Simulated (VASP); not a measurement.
Pt, 1 atom in the cell. It takes space group Fm-3m (No. 225, cubic). Conventional cell: a = 3.816 Å, b = 3.816 Å, c = 3.816 Å, α = 90.00°, β = 90.00°, γ = 90.00°. Pt (site symmetry m-3m) has 12 Pt at 2.70 Å within 3.6 Å. 

```yaml
Program: VASP 6.6.1
Task: single point
Functional: LDA
Potentials_or_basis: VASP PAW LDA potentials, release 64 (Pt)
Cutoff: 520 eV
k_mesh: 20 × 20 × 20
Occupations: gaussian, width 0.15 eV
Spin: no spin polarisation
Dipole_correction: no
Further_INCAR_settings: ALGO = Normal; EDIFF = 1e-07; NBANDS = 11
```

Potentials or basis: VASP PAW LDA potentials, release 64 (Pt).

Run with:

```sh
$ cat potpaw_LDA.64/Pt/POTCAR > POTCAR
$ mpirun -np 1 vasp_std > vasp.out
```

Hardware: 1 thread of AMD EPYC 9R45 96-Core Processor (Zen 5), on a shared host.

**Question.** Estimate the wall time of this run.

**Answer.** Run time: 18 s on 1 thread of AMD EPYC 9R45 96-Core Processor (Zen 5) (shared host), peak memory 0.12 GiB. Counts: scf iterations 11, k points 256.
